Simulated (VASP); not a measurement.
# InGaAs2 (P-4m2) in VASP: a series of runs

The runs below take InGaAs2 through single point, with PBEsol.

Everything below comes from runs of VASP 6.6.1. Logs are shortened: lines on timing, memory, paths and dates and some standing lists are left out, and cuts for length are marked.

### 1 The cell of the first run

It takes space group P-4m2 (No. 115, tetragonal). Conventional cell: a = 4.151 Å, b = 4.151 Å, c = 23.479 Å, α = 90.00°, β = 90.00°, γ = 90.00°. In (site symmetry 2mm) has 4 As at 2.54 Å within 3.4 Å. Within 3.4 Å of In (site symmetry 2mm) lie 4 As at 2.54 Å. Within 3.4 Å of Ga (site symmetry 2mm) lie 4 As at 2.54 Å. Ga (site symmetry 2mm) has 4 As at 2.54 Å within 3.4 Å. Within 3.4 Å of As (site symmetry 2mm) lie 4 In at 2.54 Å. As (site symmetry -4m2) has 4 In at 2.54 Å within 3.4 Å. As (site symmetry 2mm) has 2 In at 2.54 Å and 2 Ga at 2.54 Å within 3.4 Å. Within 3.4 Å of As (site symmetry 2mm) lie 4 Ga at 2.54 Å.

### 2 Single point, PBEsol

INCAR reads:

```
SYSTEM = InGaAs2
  PREC = Accurate
  ENCUT = 520
  EDIFF = 1E-7
  ISMEAR = 0
  SIGMA = 0.01
  LREAL = Auto
  LASPH = .TRUE.
  NELM = 100
  ALGO = Fast
  ISIF = 2
  LWAVE = .FALSE.
  LCHARG = .FALSE.
  GGA = PS
  NBANDS = 86
```

KPOINTS reads:

```
Automatic mesh
0
G
  8 8 1
  0 0 0
```

POSCAR reads:

```
InGaAs2
1.0
    4.1505046735      0.0000000000      0.0000000000
    0.0000000000      4.1505046735      0.0000000000
    0.0000000000      0.0000000000     23.4788000000
In Ga As
4 4 8
Direct
    0.0000000000      0.0000000000      0.0000000000
    0.5000000000      0.5000000000      0.1250000000
    0.0000000000      0.0000000000      0.2500000000
    0.5000000000      0.5000000000      0.3750000000
    0.0000000000      0.0000000000      0.5000000000
    0.5000000000      0.5000000000      0.6250000000
    0.0000000000      0.0000000000      0.7500000000
    0.5000000000      0.5000000000      0.8750000000
    0.5000000000      0.0000000000      0.0625000000
    0.0000000000      0.5000000000      0.1875000000
    0.5000000000      0.0000000000      0.3125000000
    0.0000000000      0.5000000000      0.4375000000
    0.5000000000      0.0000000000      0.5625000000
    0.0000000000      0.5000000000      0.6875000000
    0.5000000000      0.0000000000      0.8125000000
    0.0000000000      0.5000000000      0.9375000000
```

Potentials or basis: VASP PAW PBE potentials, release 64 (In_d, Ga_d, As).

On the command line:

```console
$ cat potpaw_PBE.64/In_d/POTCAR potpaw_PBE.64/Ga_d/POTCAR potpaw_PBE.64/As/POTCAR > POTCAR
$ mpirun -np 1 vasp_std > vasp.out
```

OUTCAR:

```text
SYSTEM = InGaAs2
   PREC = Accurate
   ENCUT = 520
   EDIFF = 1E-7
   ISMEAR = 0
   LREAL = Auto
   LASPH = .TRUE.
   NELM = 100
   ISIF = 2
   GGA = PS

 ion  position               nearest neighbor table
   1  0.000  0.000  0.000-   9 2.54  16 2.54  16 2.54   9 2.54
   2  0.500  0.500  0.125-   9 2.54  10 2.54   9 2.54  10 2.54
   3  0.000  0.000  0.250-  10 2.54  11 2.54  10 2.54  11 2.54
   4  0.500  0.500  0.375-  11 2.54  12 2.54  11 2.54  12 2.54
   5  0.000  0.000  0.500-  12 2.54  13 2.54  12 2.54  13 2.54
   6  0.500  0.500  0.625-  13 2.54  14 2.54  13 2.54  14 2.54
[... 8 lines left out ...]
  15  0.500  0.000  0.812-   7 2.54   8 2.54   8 2.54   7 2.54
  16  0.000  0.500  0.938-   1 2.54   8 2.54   1 2.54   8 2.54

  LATTYP: Found a simple tetragonal cell.
 ALAT       =     4.1505046735
 C/A-ratio  =     5.6568542495

  Lattice vectors:

 A1 = (   4.1505046735,   0.0000000000,   0.0000000000)
 A2 = (   0.0000000000,   4.1505046735,   0.0000000000)
 A3 = (   0.0000000000,   0.0000000000,  23.4788000000)

Analysis of symmetry for initial positions (statically):
=====================================================================
 Subroutine PRICEL returns:
 Original cell was already a primitive cell.

 Routine SETGRP: Setting up the symmetry group for a
 simple tetragonal supercell.

 Subroutine GETGRP returns: Found  8 space group operations
 (whereof  4 operations were pure point group operations)
 out of a pool of 16 trial point group operations.

The static configuration has the point symmetry C_2v.
 The point group associated with its full space group is D_2d.

Analysis of symmetry for dynamics (positions and initial velocities):
=====================================================================
 Subroutine PRICEL returns:
 Original cell was already a primitive cell.

 Routine SETGRP: Setting up the symmetry group for a
 simple tetragonal supercell.

 Subroutine GETGRP returns: Found  8 space group operations
 (whereof  4 operations were pure point group operations)
 out of a pool of 16 trial point group operations.

The dynamic configuration has the point symmetry C_2v.
 The point group associated with its full space group is D_2d.

 Subroutine INISYM returns: Found  8 space group operations
 (whereof  4 operations are pure point group operations),
 and found     1 'primitive' translations

----------------------------------------------------------------------------------------

                                     Primitive cell

  volume of cell :     404.4620

  direct lattice vectors                    reciprocal lattice vectors
     4.150504674  0.000000000  0.000000000     0.240934556  0.000000000  0.000000000
     0.000000000  4.150504674  0.000000000     0.000000000  0.240934556  0.000000000
     0.000000000  0.000000000 23.478800000     0.000000000  0.000000000  0.042591615

  length of vectors
     4.150504674  4.150504674 23.478800000     0.240934556  0.240934556  0.042591615

  position of ions in fractional coordinates (direct lattice)
     0.000000000  0.000000000  0.000000000
     0.500000000  0.500000000  0.125000000
     0.000000000  0.000000000  0.250000000
     0.500000000  0.500000000  0.375000000
     0.000000000  0.000000000  0.500000000
     0.500000000  0.500000000  0.625000000
[... 8 lines left out ...]
     0.500000000  0.000000000  0.812500000
     0.000000000  0.500000000  0.937500000

  ion indices of the primitive-cell ions
   primitive index   ion index
                 1           1
                 2           2
                 3           3
                 4           4
                 5           5
                 6           6
[... 8 lines left out ...]
                15          15
                16          16

----------------------------------------------------------------------------------------

 KPOINTS: Automatic mesh

Automatic generation of k-mesh.
 Grid dimensions read from file:
 generate k-points for:    8    8    1

 Generating k-lattice:

  Cartesian coordinates                     Fractional coordinates (reciprocal lattice)
     0.030116819  0.000000000  0.000000000     0.125000000  0.000000000  0.000000000
     0.000000000  0.030116819  0.000000000     0.000000000  0.125000000  0.000000000
     0.000000000  0.000000000  0.042591615     0.000000000  0.000000000  1.000000000

  Length of vectors
     0.030116819  0.030116819  0.042591615

  Shift w.r.t. Gamma in fractional coordinates (k-lattice)
     0.000000000  0.000000000  0.000000000

 Subroutine IBZKPT returns following result:
 ===========================================

 Found     15 irreducible k-points:

 Following reciprocal coordinates:
            Coordinates               Weight
  0.000000  0.000000  0.000000      1.000000
  0.125000  0.000000  0.000000      4.000000
  0.250000  0.000000  0.000000      4.000000
  0.375000  0.000000  0.000000      4.000000
  0.500000  0.000000  0.000000      2.000000
  0.125000  0.125000  0.000000      4.000000
  0.250000  0.125000  0.000000      8.000000
  0.375000  0.125000  0.000000      8.000000
  0.500000  0.125000  0.000000      4.000000
  0.250000  0.250000  0.000000      4.000000
  0.375000  0.250000  0.000000      8.000000
  0.500000  0.250000  0.000000      4.000000
  0.375000  0.375000  0.000000      4.000000
  0.500000  0.375000  0.000000      4.000000
  0.500000  0.500000  0.000000      1.000000
   k-points           NKPTS =     15   k-points in BZ     NKDIM =     15   number of bands    NBANDS=     86
   number of dos      NEDOS =    301   number of ions     NIONS =     16
   total plane-waves  NPLWV = 184320
   dimension x,y,z NGX =    32 NGY =   32 NGZ =  180
   dimension x,y,z NGXF=    64 NGYF=   64 NGZF=  360
   ions per type =               4   4   8
   NGX,Y,Z   is equivalent  to a cutoff of  12.82, 12.82, 12.75 a.u.
   NGXF,Y,Z  is equivalent  to a cutoff of  25.63, 25.63, 25.49 a.u.
 SYSTEM =  InGaAs2
   PREC   = accura    normal or accurate (medium, high low for compatibility)
   ISTART =      0    job   : 0-new  1-cont  2-samecut
   ICHARG =      2    charge: 1-file 2-atom 10-const
   ISPIN  =      1    spin polarized calculation?
   LNONCOLLINEAR =      F non collinear calculations
   LSORBIT =      F    spin-orbit coupling
   LASPH  =      T    aspherical Exc in radial PAW
   ENCUT  =  520.0 eV  38.22 Ry    6.18 a.u.   7.72  7.72 43.66*2*pi/ulx,y,z
   NELM   =    100;   NELMIN=  2; NELMDL= -5     # of ELM steps
   EDIFF  = 0.1E-06   stopping-criterion for ELM
   LREAL  =      T    real-space projection
   EDIFFG = 0.1E-05   stopping-criterion for IOM
   NSW    =      0    number of steps for IOM
   IBRION =     -1    ionic relax: 0-MD 1-quasi-New 2-CG
   NFREE  =      0    steps in history (QN), initial steepest desc. (CG)
   ISIF   =      2    stress and relaxation
   ISYM   =      2    0-nonsym 1-usesym 2-fastsym
   POTIM  = 0.5000    time-step for ionic-motion
   TEBEG  =    0.0;   TEEND  =   0.0 temperature during run
   PSTRESS=    0.0 pullay stress
   NELECT =     144.0000    total number of electrons
   NUPDOWN=      -1.0000    fix difference up-down
   EMIN   =  10.00;   EMAX   =-10.00  energy-range for DOS
   EFERMI =   0.00;   METHOD = LEGACY
   ISMEAR =     0;   SIGMA  =   0.01  broadening in eV -4-tet -1-fermi 0-gaus
   EFERMI_NEDOS =   21; number of points for ismear=-14 and -15
   IALGO  =     68    algorithm
   IMIX   =      4    mixing-type and parameters
     AMIX     =   0.40;   BMIX     =  1.00
     AMIX_MAG =   1.60;   BMIX_MAG =  1.00
  volume/ion in A,a.u.               =      25.28       170.59
  Fermi-wavevector in a.u.,A,eV,Ry     =   1.160299  2.192646 18.317425  1.346293
  Thomas-Fermi vector in A             =   2.296882
   LORBIT       =      0    0 simple, 1 ext, 2 COOP (PROOUT), +10 PAW based schemes
   GGA     = PS    functional components
   LHFCALC =     F    Hartree Fock is set to
   AEXX    =    0.0000 exact exchange contribution
   IVDW    =     0    specifies the selected vdW correction
   LEPSILON=     F    determine dielectric tensor
   LRPA    =     F    only Hartree local field effects (RPA)
 non-spin polarized calculation
 RMM-DIIS sequential band-by-band and
 Gauss-broadening in eV      SIGMA  =   0.01
  energy-cutoff  :      520.00
  volume of cell :      404.46
 maximum number of plane-waves:     10956
 NGX is ok and might be reduce to    32
   NGX = 15   NGY = 15   NGZ = 87

 number of electron     143.9999929 magnetization

 Free energy of the ion-electron system (eV)
  ---------------------------------------------------
  ext. energy  EPLUGINS =         0.00000000
  ---------------------------------------------------
  free energy    TOTEN  =       -69.37936412 eV

  energy without entropy =      -69.37914195  energy(sigma->0) =      -69.37925304

 E-fermi :   4.0778     XC(G=0):  -9.4794

 val. band max:        4.0765681300   @ k =   0.0000   0.0000   0.0000
 cond. band min:       4.8604259759   @ k =   0.5000   0.0000   0.0000
 fundamental gap:      0.7838578458
 Fermi energy:         4.0777869848

 k-point     1 :       0.0000    0.0000    0.0000
  band No.  band energies     occupation
      1     -10.6791      2.00000
      2     -10.6632      2.00000
      3     -10.6563      2.00000
      4     -10.6241      2.00000
      5     -10.6018      2.00000
      6     -10.5942      2.00000
[... 76 lines left out ...]
     83       6.3854      0.00000
     84       6.9243      0.00000

 k-point     2 :       0.1250    0.0000    0.0000
  band No.  band energies     occupation
      1     -10.6735      2.00000
      2     -10.6610      2.00000
      3     -10.6536      2.00000
      4     -10.6243      2.00000
      5     -10.6085      2.00000
      6     -10.5992      2.00000
[... 1120 lines left out ...]
     83       7.5619      0.00000
     84       7.5696      0.00000

 k-point    15 :       0.5000    0.5000    0.0000
  band No.  band energies     occupation
      1     -10.6870      2.00000
      2     -10.6790      2.00000
      3     -10.6720      2.00000
      4     -10.6697      2.00000
      5     -10.6665      2.00000
      6     -10.6641      2.00000
[... 76 lines left out ...]
     83       6.8832      0.00000
     84       6.8833      0.00000
 [bands above 84 left out]

------------------------ aborting loop because EDIFF is reached ----------------------------------------

  FORCE on cell =-STRESS in cart. coord.  units (eV):
  Direction    XX          YY          ZZ          XY          YZ          ZX
  --------------------------------------------------------------------------------------
  -------------------------------------------------------------------------------------
  Total        2.8501294      2.8501294      2.7829248      0.0000000      0.0000000      0.0000000
  in kB       11.2900911     11.2900911     11.0238765      0.0000000      0.0000000      0.0000000
  external PRESSURE =      11.2013529 kB  Pullay stress =       0.0000000 kB

 VOLUME and BASIS-vectors are now :
 -----------------------------------------------------------------------------
  energy-cutoff  :      520.00
  volume of cell :      404.46
      direct lattice vectors                 reciprocal lattice vectors
     4.150504674  0.000000000  0.000000000     0.240934556  0.000000000  0.000000000
     0.000000000  4.150504674  0.000000000     0.000000000  0.240934556  0.000000000
     0.000000000  0.000000000 23.478800000     0.000000000  0.000000000  0.042591615

 POSITION                                       TOTAL-FORCE (eV/Angst)
 -----------------------------------------------------------------------------------
      0.00000      0.00000      0.00000         0.000000      0.000000     -0.089499
      2.07525      2.07525      2.93485         0.000000      0.000000      0.000331
      0.00000      0.00000      5.86970         0.000000      0.000000     -0.000331
      2.07525      2.07525      8.80455         0.000000      0.000000      0.089499
      0.00000      0.00000     11.73940         0.000000      0.000000      0.065257
      2.07525      2.07525     14.67425         0.000000      0.000000     -0.000631
[... 8 lines left out ...]
      2.07525      0.00000     19.07653         0.000000      0.000000      0.003648
      0.00000      2.07525     22.01138         0.000000      0.000000     -1.333562
 -----------------------------------------------------------------------------------
    total drift:                                0.000000     -0.000000     -0.000000

  FREE ENERGIE OF THE ION-ELECTRON SYSTEM (eV)
  ---------------------------------------------------
  free  energy   TOTEN  =       -69.3793641196 eV

  energy  without entropy=      -69.3791419544  energy(sigma->0) =      -69.37925304
```

Wall time 42 min (1 thread of AMD EPYC 9755, shared host); peak memory 0.56 GiB.

What came out:

* Free energy: -69.3794 eV
* Pressure: 1.1 GPa
* Largest force: 1.334 eV/Å
* Band gap on the k mesh: zero (filled and empty bands touch)

Forces on the atoms (eV/Å):
```
In   0.000  0.000 -0.089
In   0.000  0.000  0.000
In   0.000  0.000  0.000
In   0.000  0.000  0.089
Ga   0.000  0.000  0.065
Ga   0.000  0.000 -0.001
Ga   0.000  0.000  0.001
Ga   0.000  0.000 -0.065
As   0.000  0.000  0.004
As   0.000  0.000  0.000
As   0.000  0.000 -0.004
As   0.000  0.000  1.334
As   0.000  0.000 -0.004
As   0.000  0.000  0.000
As   0.000  0.000  0.004
As   0.000  0.000 -1.334
```

Caveat: semilocal functionals underestimate gaps, and a narrow one can read as zero; the PAW data sets were made with another functional, which shifts forces and pressure a little; spin-orbit coupling is left out, which moves the levels of the heavy elements.

### 3 Single point, PBEsol

This run uses another cell than the first one, of 25.40 Å³/atom.

INCAR reads:

```
  ALGO = Fast
  EDIFF = 1E-6
  ENCUT = 520
  GGA = PS
  ISIF = 2
  ISMEAR = 0
  LASPH = True
  LCHARG = False
  LREAL = Auto
  LWAVE = False
  NBANDS = 86
  NELM = 60
  PREC = Accurate
  SIGMA = 0.01
```

KPOINTS reads:

```
k-points
0
Gamma
  8 8 1
```

POSCAR reads:

```
InGaAs2
1.0
    4.1505046735      0.0000000000      0.0000000000
    0.0000000000      4.1505046735      0.0000000000
    0.0000000000      0.0000000000     23.5874686285
In Ga As
4 4 8
Direct
    0.0000000000      0.0000000000     -0.0135793407
    0.5000000000      0.5000000000      0.1204423852
    0.0000000000      0.0000000000      0.2545576148
    0.5000000000      0.5000000000      0.3885793407
    0.0000000000      0.0000000000      0.5135504272
    0.5000000000      0.5000000000      0.6295382424
    0.0000000000      0.0000000000      0.7454617576
    0.5000000000      0.5000000000      0.8614495728
    0.5000000000      0.0000000000      0.0534043930
    0.0000000000      0.5000000000      0.1875000000
    0.5000000000      0.0000000000      0.3215956070
    0.0000000000      0.5000000000      0.4560666936
    0.5000000000      0.0000000000      0.5715873759
    0.0000000000      0.5000000000      0.6875000000
    0.5000000000      0.0000000000      0.8034126241
    0.0000000000      0.5000000000      0.9189333064
```

Potentials or basis: VASP PAW PBE potentials, release 64 (In_d, Ga_d, As).

On the command line:

```console
$ cat potpaw_PBE.64/In_d/POTCAR potpaw_PBE.64/Ga_d/POTCAR potpaw_PBE.64/As/POTCAR > POTCAR
$ mpirun -np 1 vasp_std > vasp.out
```

Wall time 27 min (1 thread of AMD EPYC 9755, shared host); peak memory 0.57 GiB.

The run converged. Its results:

| Property | Result |
| --- | --- |
| Free energy | -70.0136 eV |
| Pressure | 0.0 GPa |
| Largest force | 0.018 eV/Å |
| Band gap on the k mesh | zero (filled and empty bands touch) |

Forces in eV/Å, atoms in the order of the input:
```
In   0.000  0.000  0.018
In   0.000  0.000 -0.001
In   0.000  0.000  0.001
In   0.000  0.000 -0.018
Ga   0.000  0.000  0.001
Ga   0.000  0.000  0.001
Ga   0.000  0.000 -0.001
Ga   0.000  0.000 -0.001
As   0.000  0.000  0.000
As   0.000  0.000  0.000
As   0.000  0.000  0.000
As   0.000  0.000  0.002
As   0.000  0.000 -0.004
As   0.000  0.000  0.000
As   0.000  0.000  0.004
As   0.000  0.000 -0.002
```

Stress tensor (GPa, compression positive):
```
-0.01  0.00  0.00
 0.00 -0.01  0.00
 0.00  0.00  0.16
```

Levels at points of the mesh, in eV from the Fermi level:
```
           k point  band 69  band 70  band 71  band 72  band 73  band 74  band 75  band 76
(0.00, 0.00, 0.00)    -0.57    -0.15    -0.13     0.00     0.00     1.05     1.06     1.44
(0.50, 0.00, 0.00)    -0.84    -0.80    -0.79    -0.79     0.70     0.71     1.71     1.71
(0.50, 0.50, 0.00)    -2.52    -2.52    -2.51    -2.51     1.35     1.35     1.72     1.72
```

Caveat: semilocal functionals underestimate gaps, and a narrow one can read as zero; the PAW data sets were made with another functional, which shifts forces and pressure a little; spin-orbit coupling is left out, which moves the levels of the heavy elements.

The gap in the log of VASP goes by the Fermi energy; the results here count the filled bands.